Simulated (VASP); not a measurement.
AlN, 4 atoms in the cell. Symmetry: P6_3mc, No. 186, hexagonal system. Conventional cell: a = 2.989 Å, b = 2.989 Å, c = 5.133 Å, α = 90.00°, β = 90.00°, γ = 120.00°. Al (site symmetry 3m) has 4 N at 1.85 to 1.90 Å within 2.5 Å. Within 2.5 Å of N (site symmetry 3m) lie 4 Al at 1.85 to 1.90 Å. 

* Program: VASP 6.6.1
* Task: single point
* Functional: PBE
* Potentials or basis: VASP PAW PBE potentials, release 64 (Al, N)
* Cutoff: 520 eV
* k mesh: 12 × 12 × 6
* Occupations: gaussian, width 0.02 eV
* Spin: no spin polarisation
* Dipole correction: no
* Further INCAR settings: ALGO = Normal; EDIFF = 1e-07; NBANDS = 16

Potentials or basis: VASP PAW PBE potentials, release 64 (Al, N).

Run with:

```bash
$ cat potpaw_PBE.64/Al/POTCAR potpaw_PBE.64/N/POTCAR > POTCAR
$ mpirun -np 1 vasp_std > vasp.out
```

Hardware: 1 thread of Intel Xeon 8259CL, on a shared host.

Question: How long does it take, and how much memory?

Answer: Run time: 59 s on 1 thread of Intel Xeon 8259CL (shared host), peak memory 0.18 GiB. Counts: scf iterations 14, k points 76.
